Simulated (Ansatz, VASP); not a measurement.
One calculation of NaInSe, two programs

```xyz
3
Lattice="4.9369 0.0000 0.0000 -2.4684 4.2755 0.0000 0.0000 0.0000 6.0662" Properties=species:S:1:pos:R:3 pbc="T T T"
Na    0.0000    0.0000    3.0331
In    0.0000    0.0000    0.0000
Se    2.4684    1.4252    0.0000
```

Alike in both runs: functional PBE; k mesh 6 × 6 × 4; occupations gaussian, width 0.1 eV; no spin polarisation.

Ansatz relaxed the structure, and its values are those at the end. VASP's run is a single point on that final structure, the one shown.

```csv
,VASP,Ansatz
version,VASP 6.6.1,Ansatz 0.2.0
potentials or method,"VASP PAW PBE potentials, release 64 (Na_pv, In_d, Se), cutoff 520 eV","scalar-relativistic, plane waves, PAW"
valence electrons in the cell,26,38
```

|  | VASP | Ansatz | Ansatz less VASP |
| --- | --- | --- | --- |
| gap on the k mesh at the Fermi level (eV) | none | none | - |
| pressure (GPa) | 0.0 | 0.0 | 0.00 |

A gap of «none» marks a metal or a gap that the smearing closes. VASP's potentials hold 26 valence electrons a cell and Ansatz's 38, so a difference there can come from the potentials and not from the codes.
